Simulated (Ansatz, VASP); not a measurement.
# Na2S in VASP and in Ansatz

```
Na S
1.0
     3.14398    3.14398    0.00000
    -3.14398    3.14398    0.00000
     0.00000    3.14398    3.14398
Na S
2 1
Direct
  0.25000 0.75000 0.50000
  0.75000 0.25000 0.50000
  0.00000 0.00000 0.00000
```

Alike in both runs: task single point; functional r2SCAN; k mesh 6 × 6 × 6; no spin polarisation.

|  | VASP | Ansatz |
| --- | --- | --- |
| version | VASP 6.6.1 | Ansatz 0.2.0 |
| potentials or method | VASP PAW PBE potentials, release 64 (Na_pv, S) | PAW with Ansatz's default frozen-core files, scalar-relativistic |
| plane-wave cutoff (eV) | 550 | 500 |
| occupations | gaussian, width 0.01 eV | fixed |
| valence electrons in the cell | 20 | 24 |

|  | VASP | Ansatz | Ansatz less VASP |
| --- | --- | --- | --- |
| gap on the k mesh at the Fermi level (eV) | 3.50 | 3.48 | -0.027 |
| pressure (GPa) | 3.8 | 4.0 | +0.24 |

VASP's potentials were made for PBE, not for r2SCAN. VASP's potentials hold 20 valence electrons a cell and Ansatz's 24, so a difference there can come from the potentials and not from the codes.
